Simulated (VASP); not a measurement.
# HfC (P6_3/mmc) in VASP: further runs

The runs below take HfC through relaxation of shape and atoms at fixed volume, with PBEsol.

Program: VASP 6.6.1. These are calculated values, not measurements. Logs are shortened: lines on timing, memory, paths and dates and some standing lists are left out, and cuts for length are marked.

### 1 The cell of the first run

The structure is hexagonal, space group P6_3/mmc (No. 194). Conventional cell: a = 3.187 Å, b = 3.187 Å, c = 5.649 Å, α = 90.00°, β = 90.00°, γ = 120.00°. Hf (site symmetry -3m) has 6 C at 2.32 Å and 8 Hf at 2.82 to 3.19 Å within 3.2 Å. Within 3.2 Å of C (site symmetry -6m2) lie 6 Hf at 2.32 Å and 6 C at 3.19 Å.

### 2 Relaxation of shape and atoms at fixed volume, PBEsol (12.43 Å³/atom)

File INCAR:

```
SYSTEM = HfC
PREC = Accurate
ENCUT = 600
EDIFF = 1E-6
ISMEAR = 0
SIGMA = 0.05
LREAL = .False.
LASPH = .True.
NELM = 80
ALGO = Normal
ISIF = 4
LWAVE = .False.
LCHARG = .False.
GGA = PS
IBRION = 2
NSW = 60
EDIFFG = -0.01
```

File KPOINTS:

```
Automatic mesh
0
Gamma
  10 10 6
  0 0 0
```

File POSCAR:

```
HfC
1.0
    3.1873793746      0.0000000000      0.0000000000
   -1.5936896873      2.7603515099      0.0000000000
    0.0000000000      0.0000000000      5.6490120131
Hf C
2 2
Direct
    0.0000000000      0.0000000000      0.0000000000
    0.0000000000      0.0000000000      0.5000000000
    0.3333333333      0.6666666667      0.2500000000
    0.6666666667      0.3333333333      0.7500000000
```

Potentials or basis: VASP PAW PBE potentials, release 64 (Hf_pv, C).

Launch:

```console
cat potpaw_PBE.64/Hf_pv/POTCAR potpaw_PBE.64/C/POTCAR > POTCAR
mpirun -np 1 vasp_std > vasp.out
```

OUTCAR:

```text
SYSTEM = HfC
   PREC = Accurate
   ENCUT = 600
   EDIFF = 1E-6
   ISMEAR = 0
   LREAL = .False.
   LASPH = .True.
   NELM = 80
   ISIF = 4
   GGA = PS
   IBRION = 2
   NSW = 60
   EDIFFG = -0.01

 ion  position               nearest neighbor table
   1  0.000  0.000  0.000-   3 2.32   4 2.32   3 2.32   4 2.32   4 2.32   3 2.32   2 2.82   2 2.82

   2  0.000  0.000  0.500-   3 2.32   4 2.32   3 2.32   4 2.32   4 2.32   3 2.32   1 2.82   1 2.82

   3  0.333  0.667  0.250-   1 2.32   2 2.32   1 2.32   2 2.32   1 2.32   2 2.32
   4  0.667  0.333  0.750-   1 2.32   2 2.32   1 2.32   2 2.32   1 2.32   2 2.32

  LATTYP: Found a hexagonal cell.
 ALAT       =     3.1873793746
 C/A-ratio  =     1.7723061328

  Lattice vectors:

 A1 = (   3.1873793746,   0.0000000000,   0.0000000000)
 A2 = (  -1.5936896873,   2.7603515099,   0.0000000000)
 A3 = (   0.0000000000,   0.0000000000,   5.6490120131)

Analysis of symmetry for initial positions (statically):
=====================================================================
 Subroutine PRICEL returns:
 Original cell was already a primitive cell.

 Routine SETGRP: Setting up the symmetry group for a
 hexagonal supercell.

 Subroutine GETGRP returns: Found 24 space group operations
 (whereof 12 operations were pure point group operations)
 out of a pool of 24 trial point group operations.

The static configuration has the point symmetry D_3d.
 The point group associated with its full space group is D_6h.

Analysis of symmetry for dynamics (positions and initial velocities):
=====================================================================
 Subroutine PRICEL returns:
 Original cell was already a primitive cell.

 Routine SETGRP: Setting up the symmetry group for a
 hexagonal supercell.

 Subroutine GETGRP returns: Found 24 space group operations
 (whereof 12 operations were pure point group operations)
 out of a pool of 24 trial point group operations.

The dynamic configuration has the point symmetry D_3d.
 The point group associated with its full space group is D_6h.

 Subroutine INISYM returns: Found 24 space group operations
 (whereof 12 operations are pure point group operations),
 and found     1 'primitive' translations

----------------------------------------------------------------------------------------

                                     Primitive cell

  volume of cell :      49.7016

  direct lattice vectors                    reciprocal lattice vectors
     3.187379375  0.000000000  0.000000000     0.313737363  0.181136351  0.000000000
    -1.593689687  2.760351510  0.000000000     0.000000000  0.362272702  0.000000000
     0.000000000  0.000000000  5.649012013     0.000000000  0.000000000  0.177022105

  length of vectors
     3.187379375  3.187379375  5.649012013     0.362272702  0.362272702  0.177022105

  position of ions in fractional coordinates (direct lattice)
     0.000000000  0.000000000  0.000000000
     0.000000000  0.000000000  0.500000000
     0.333333333  0.666666667  0.250000000
     0.666666667  0.333333333  0.750000000

  ion indices of the primitive-cell ions
   primitive index   ion index
                 1           1
                 2           2
                 3           3
                 4           4

----------------------------------------------------------------------------------------

 KPOINTS: Automatic mesh

Automatic generation of k-mesh.
 Grid dimensions read from file:
 generate k-points for:   10   10    6

 Generating k-lattice:

  Cartesian coordinates                     Fractional coordinates (reciprocal lattice)
     0.031373736  0.018113635  0.000000000     0.100000000  0.000000000  0.000000000
     0.000000000  0.036227270  0.000000000     0.000000000  0.100000000  0.000000000
     0.000000000  0.000000000  0.029503684     0.000000000  0.000000000  0.166666667

  Length of vectors
     0.036227270  0.036227270  0.029503684

  Shift w.r.t. Gamma in fractional coordinates (k-lattice)
     0.000000000  0.000000000  0.000000000

 Subroutine IBZKPT returns following result:
 ===========================================

 Found     56 irreducible k-points:

 Following reciprocal coordinates:
            Coordinates               Weight
  0.000000  0.000000  0.000000      1.000000
  0.100000  0.000000  0.000000      6.000000
  0.200000  0.000000  0.000000      6.000000
  0.300000  0.000000  0.000000      6.000000
  0.400000  0.000000  0.000000      6.000000
  0.500000  0.000000  0.000000      3.000000
[... 16 lines left out ...]
  0.300000  0.100000  0.166667     24.000000
  0.400000  0.100000  0.166667     24.000000
 [... further k-points ...]
   k-points           NKPTS =     56   k-points in BZ     NKDIM =     56   number of bands    NBANDS=     18
   number of dos      NEDOS =    301   number of ions     NIONS =      4
   total plane-waves  NPLWV =  37632
   dimension x,y,z NGX =    28 NGY =   28 NGZ =   48
   dimension x,y,z NGXF=    56 NGYF=   56 NGZF=   96
   ions per type =               2   2
   NGX,Y,Z   is equivalent  to a cutoff of  14.60, 14.60, 14.13 a.u.
   NGXF,Y,Z  is equivalent  to a cutoff of  29.21, 29.21, 28.25 a.u.
 SYSTEM =  HfC
   PREC   = accura    normal or accurate (medium, high low for compatibility)
   ISTART =      0    job   : 0-new  1-cont  2-samecut
   ICHARG =      2    charge: 1-file 2-atom 10-const
   ISPIN  =      1    spin polarized calculation?
   LNONCOLLINEAR =      F non collinear calculations
   LSORBIT =      F    spin-orbit coupling
   LASPH  =      T    aspherical Exc in radial PAW
   ENCUT  =  600.0 eV  44.10 Ry    6.64 a.u.   6.37  6.37 11.28*2*pi/ulx,y,z
   NELM   =     80;   NELMIN=  2; NELMDL= -5     # of ELM steps
   EDIFF  = 0.1E-05   stopping-criterion for ELM
   LREAL  =      F    real-space projection
   EDIFFG = -.1E-01   stopping-criterion for IOM
   NSW    =     60    number of steps for IOM
   IBRION =      2    ionic relax: 0-MD 1-quasi-New 2-CG
   NFREE  =      1    steps in history (QN), initial steepest desc. (CG)
   ISIF   =      4    stress and relaxation
   ISYM   =      2    0-nonsym 1-usesym 2-fastsym
   POTIM  = 0.5000    time-step for ionic-motion
   TEBEG  =    0.0;   TEEND  =   0.0 temperature during run
   PSTRESS=    0.0 pullay stress
   NELECT =      28.0000    total number of electrons
   NUPDOWN=      -1.0000    fix difference up-down
   EMIN   =  10.00;   EMAX   =-10.00  energy-range for DOS
   EFERMI =   0.00;   METHOD = LEGACY
   ISMEAR =     0;   SIGMA  =   0.05  broadening in eV -4-tet -1-fermi 0-gaus
   EFERMI_NEDOS =   21; number of points for ismear=-14 and -15
   IALGO  =     38    algorithm
   IMIX   =      4    mixing-type and parameters
     AMIX     =   0.40;   BMIX     =  1.00
     AMIX_MAG =   1.60;   BMIX_MAG =  1.00
  volume/ion in A,a.u.               =      12.43        83.85
  Fermi-wavevector in a.u.,A,eV,Ry     =   1.352085  2.555070 24.873267  1.828134
  Thomas-Fermi vector in A             =   2.479453
   LORBIT       =      0    0 simple, 1 ext, 2 COOP (PROOUT), +10 PAW based schemes
   GGA     = PS    functional components
   LHFCALC =     F    Hartree Fock is set to
   AEXX    =    0.0000 exact exchange contribution
   IVDW    =     0    specifies the selected vdW correction
   LEPSILON=     F    determine dielectric tensor
   LRPA    =     F    only Hartree local field effects (RPA)
 conjugate gradient relaxation of ions
 non-spin polarized calculation
 Gauss-broadening in eV      SIGMA  =   0.05
  energy-cutoff  :      600.00
  volume of cell :       49.70
 maximum number of plane-waves:      1678
 NGX is ok and might be reduce to    28
   NGX = 13   NGY = 13   NGZ = 23

--------------------------------------- Ionic step        1  -------------------------------------------

 number of electron      27.9999997 magnetization

 Free energy of the ion-electron system (eV)
  ---------------------------------------------------
  ext. energy  EPLUGINS =         0.00000000
  ---------------------------------------------------
  free energy    TOTEN  =       -42.10041512 eV

  energy without entropy =      -42.09919298  energy(sigma->0) =      -42.09980405

------------------------ aborting loop because EDIFF is reached ----------------------------------------

  FORCE on cell =-STRESS in cart. coord.  units (eV):
  Direction    XX          YY          ZZ          XY          YZ          ZX
  --------------------------------------------------------------------------------------
  -------------------------------------------------------------------------------------
  Total        2.8295242      2.8295242      3.0417515      0.0000000     -0.0000000      0.0000000
  in kB       91.2122876     91.2122876     98.0536286      0.0000000     -0.0000000      0.0000000
  external PRESSURE =      93.4927346 kB  Pullay stress =       0.0000000 kB
[... 61 lines left out ...]
  energy  without entropy=      -42.0992816715  energy(sigma->0) =      -42.09984708

--------------------------------------- Ionic step        3  -------------------------------------------

 number of electron      27.9999997 magnetization

 Free energy of the ion-electron system (eV)
  ---------------------------------------------------
  ext. energy  EPLUGINS =         0.00000000
  ---------------------------------------------------
  free energy    TOTEN  =       -42.10050473 eV

  energy without entropy =      -42.09933502  energy(sigma->0) =      -42.09991987

 E-fermi :   5.7477     XC(G=0): -12.4331

 val. band max:        5.6938157556   @ k =   0.3000   0.3000   0.0000
 cond. band min:       5.7593182558   @ k =   0.2000   0.1000   0.0000
 fundamental gap:      0.0655025002
 Fermi energy:         5.7477261277

 k-point     1 :       0.0000    0.0000    0.0000
  band No.  band energies     occupation
      1     -24.6070      2.00000
      2     -23.6778      2.00000
      3     -23.6778      2.00000
      4     -23.5375      2.00000
      5     -23.5375      2.00000
      6     -23.2842      2.00000
[... 10 lines left out ...]
     17       7.9276      0.00000
     18       8.0449      0.00000
[... 466 lines left out ...]
      2     -24.3370      2.00000
      3     -24.1518      2.00000
      4     -23.8715      2.00000
      5     -23.7281      2.00000
      6     -23.2882      2.00000
[... 10 lines left out ...]
     17      10.7958      0.00000
     18      11.7766      0.00000

 [... further k-points ...]

------------------------ aborting loop because EDIFF is reached ----------------------------------------

  FORCE on cell =-STRESS in cart. coord.  units (eV):
  Direction    XX          YY          ZZ          XY          YZ          ZX
  --------------------------------------------------------------------------------------
  -------------------------------------------------------------------------------------
  Total        2.8864984      2.8864984      2.8853900      0.0000000      0.0000000      0.0000000
  in kB       93.0489024     93.0489024     93.0131738      0.0000000      0.0000000      0.0000000
  external PRESSURE =      93.0369929 kB  Pullay stress =       0.0000000 kB
[... 19 lines left out ...]
  FREE ENERGIE OF THE ION-ELECTRON SYSTEM (eV)
  ---------------------------------------------------
  free  energy   TOTEN  =       -42.1005047284 eV

  energy  without entropy=      -42.0993350197  energy(sigma->0) =      -42.09991987

 reached required accuracy - stopping structural energy minimisation
```

Run time: 43 s. Hardware: 1 thread of Intel Xeon 6975P-C (Granite Rapids), shared host; peak memory 0.22 GiB.

What came out:

- Free energy: -42.1005 eV
- Energy gained by relaxing: 0.0 meV/atom
- Ionic steps: 3
- Pressure after relaxing: 9.3 GPa
- Band gap on the k mesh: zero (bands 14 and 15 overlap by 1.69 eV)

Final structure:
```
CELL_PARAMETERS angstrom
3.18602 0.00000 0.00000
-1.59301 2.75918 0.00000
0.00000 0.00000 5.65382
ATOMIC_POSITIONS crystal
Hf 0.00000 0.00000 0.00000
Hf 0.00000 0.00000 0.50000
C 0.33333 0.66667 0.25000
C 0.66667 0.33333 0.75000
```

Caveat: the PAW data sets were made with another functional, which shifts forces and pressure a little; spin-orbit coupling is left out, which moves the levels of the heavy elements.

(Continued in part 2 of 2.)
